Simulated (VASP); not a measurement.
Write the native input for VASP 6.6.1 that does the following.

```
Task                               : single point
Functional                         : HSE06
Potentials or basis                : VASP PAW PBE potentials, release 64 (Mg, S)
Cutoff                             : 520 eV
k mesh                             : 4 × 4 × 4
Occupations                        : gaussian, width 0.01 eV
Spin                               : no spin polarisation
Dipole correction                  : no
Grid for exact exchange (PRECFOCK) : Normal
Further INCAR settings             : ALGO = Normal; EDIFF = 1e-06; NBANDS = 11
Screening parameter                : 0.2079 1/Å
```

Crystal: MgS.

```
Mg S
1.0
     0.00000    2.83087    2.83087
     2.83087    0.00000    2.83087
     2.83087    2.83087    0.00000
Mg S
1 1
Direct
  0.00000 0.00000 0.00000
  0.75000 0.75000 0.75000
```

The input as run:

POSCAR

```
MgS
1.0
    0.0000000000      2.8308747674      2.8308747674
    2.8308747674      0.0000000000      2.8308747674
    2.8308747674      2.8308747674      0.0000000000
Mg S
1 1
Direct
    0.0000000000      0.0000000000      0.0000000000
    0.7500000000      0.7500000000      0.7500000000
```

INCAR.step1

```
PREC     = Accurate       # precision mode
ENCUT    = 520            # plane-wave cutoff, eV
EDIFF    = 1E-5           # SCF threshold, eV
ISMEAR   = 0              # smearing method
SIGMA    = 0.01           # smearing width, eV
LREAL    = F              # projectors in reciprocal space
LASPH    = T              # aspherical terms in the spheres
NELM     = 100            # most SCF steps
ALGO     = Normal         # electronic algorithm
ISIF     = 2              # what is computed and relaxed
LWAVE    = T              # write WAVECAR
LCHARG   = F              # write CHGCAR
NBANDS   = 11             # bands
GGA      = PE             # functional
```

INCAR.step2

```
PREC     = Accurate       # precision mode
ENCUT    = 520            # plane-wave cutoff, eV
EDIFF    = 1E-6           # SCF threshold, eV
ISMEAR   = 0              # smearing method
SIGMA    = 0.01           # smearing width, eV
LREAL    = F              # projectors in reciprocal space
LASPH    = T              # aspherical terms in the spheres
NELM     = 100            # most SCF steps
ALGO     = Normal         # electronic algorithm
ISIF     = 2              # what is computed and relaxed
LWAVE    = F              # write WAVECAR
LCHARG   = F              # write CHGCAR
GGA      = PE             # functional
LHFCALC  = T              # exact exchange
HFSCREEN = 0.2079         # screening, 1/A
PRECFOCK = Normal       
NBANDS   = 11             # bands
ISTART   = 1
```

KPOINTS

```
regular mesh
0
Gamma
  4 4 4
```

Potentials or basis: VASP PAW PBE potentials, release 64 (Mg, S).

The run is started by

```sh
$ cat potpaw_PBE.64/Mg/POTCAR potpaw_PBE.64/S/POTCAR > POTCAR
$ cp INCAR.step1 INCAR
$ mpirun -np 1 vasp_std > vasp.out
$ cp INCAR.step2 INCAR
$ mpirun -np 1 vasp_std > vasp.out
```

It gave:

| Property | Result |
| --- | --- |
| Pressure | -0.1 GPa |
| Band gap on the k mesh | 4.52 eV, direct |

Caveat: the k points lie up to 0.48 Å⁻¹ apart; the PAW data sets were made with another functional, which shifts forces and pressure a little.

Run time: 42 s on 1 thread of Intel(R) Xeon(R) 6975P-C (Granite Rapids) (shared host), peak memory 0.27 GiB.
